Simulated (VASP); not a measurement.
MnS, 4 atoms in the cell. Symmetry: P6_3mc, No. 186, hexagonal system. Conventional cell: a = 3.954 Å, b = 3.954 Å, c = 6.343 Å, α = 90.00°, β = 90.00°, γ = 120.00°. Mn (site symmetry 3m) has 4 S at 2.36 to 2.42 Å within 3.1 Å. S (site symmetry 3m) has 4 Mn at 2.36 to 2.42 Å within 3.1 Å. 

* Program: VASP 6.6.1
* Task: single point
* Functional: PBEsol
* Potentials or basis: VASP PAW PBE potentials, release 64 (Mn_pv, S)
* Cutoff: 520 eV
* k mesh: 8 × 8 × 4
* Occupations: fermi-dirac, width 0.05 eV
* Spin: collinear spin, ferromagnetic start
* Starting moments: [5.5, 5.5, 0.0, 0.0] μB
* Dipole correction: no
* Further INCAR settings: ALGO = Normal; EDIFF = 1e-07; NBANDS = 31

Potentials or basis: VASP PAW PBE potentials, release 64 (Mn_pv, S).

Command:

```bash
$ cat potpaw_PBE.64/Mn_pv/POTCAR potpaw_PBE.64/S/POTCAR > POTCAR
$ mpirun -np 1 vasp_std > vasp.out
```

Hardware: 1 thread of Intel Xeon 8259CL (shared host).

Task: How long does it take, and how much memory?

Result: It took 4.2 min on 1 thread of Intel Xeon 8259CL, on a shared host, peak memory 0.3 GiB. Counts: scf iterations 18, k points 30.
